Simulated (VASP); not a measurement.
Input of a VASP 6.6.1 run:

The input INCAR:

```
ALGO = Fast
EDIFF = 1E-6
ENCUT = 520
GGA = PS
ISIF = 2
ISMEAR = 0
LASPH = True
LCHARG = False
LREAL = False
LWAVE = False
NBANDS = 10
NELM = 60
PREC = Accurate
SIGMA = 0.15
```

File KPOINTS:

```
k-points
0
Gamma
  18 18 10
```

The input POSCAR:

```
Al
1.0
    2.7300000000      0.0000000000      0.0000000000
   -1.3650000000      2.3642493523      0.0000000000
    0.0000000000      0.0000000000      4.7867000000
Al
2
Direct
    0.6666666667      0.3333333333      0.7500000000
    0.3333333333      0.6666666667      0.2500000000
```

Potentials or basis: VASP PAW PBE potentials, release 64 (Al).

Launch:

```console
$ cat potpaw_PBE.64/Al/POTCAR > POTCAR
$ mpirun -np 1 vasp_std > vasp.out
```

Q: Estimate the band gap on the k mesh.

A: Zero (band 3 reaches 12.35 eV, above the bottom of band 4 at 5.53 eV).

Q: Predict the pressure.

A: 5.5 GPa.

Stress tensor (GPa, compression positive):
```
7.18 0.00 0.00
0.00 7.18 0.00
0.00 0.00 2.08
```

Caveat: the PAW data sets were made with another functional, which shifts forces and pressure a little.
